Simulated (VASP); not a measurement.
A run of VASP 6.6.1:

INCAR

```
ALGO = Fast ; EDIFF = 1E-7
ENCUT = 520 ; GGA = CA
ISIF = 2 ; ISMEAR = 0
LASPH = True ; LCHARG = False
LREAL = False ; LWAVE = False
NBANDS = 21 ; NELM = 80
PREC = Accurate ; SIGMA = 0.15
```

File KPOINTS:

```
k-points
0
Gamma
  21 21 12
```

Contents of POSCAR:

```
Ru
1.0
    2.6652123442      0.0000000000      0.0000000000
   -1.3326061721      2.3081415966      0.0000000000
    0.0000000000      0.0000000000      4.1534430000
Ru
2
Direct
    0.3333333333      0.6666666667      0.2500000000
    0.6666666667      0.3333333333      0.7500000000
```

Potentials or basis: VASP PAW LDA potentials, release 64 (Ru_pv).

Run with:

```sh
$ cat potpaw_LDA.64/Ru_pv/POTCAR > POTCAR
$ mpirun -np 1 vasp_std > vasp.out
```

Hardware: 1 thread of Intel Xeon 8259CL (shared host).

How long does it take, and how much memory?

Run time: 3.7 min on 1 thread of Intel Xeon 8259CL, with other jobs on the host, peak memory 0.24 GiB. Counts: scf iterations 14, k points 336.
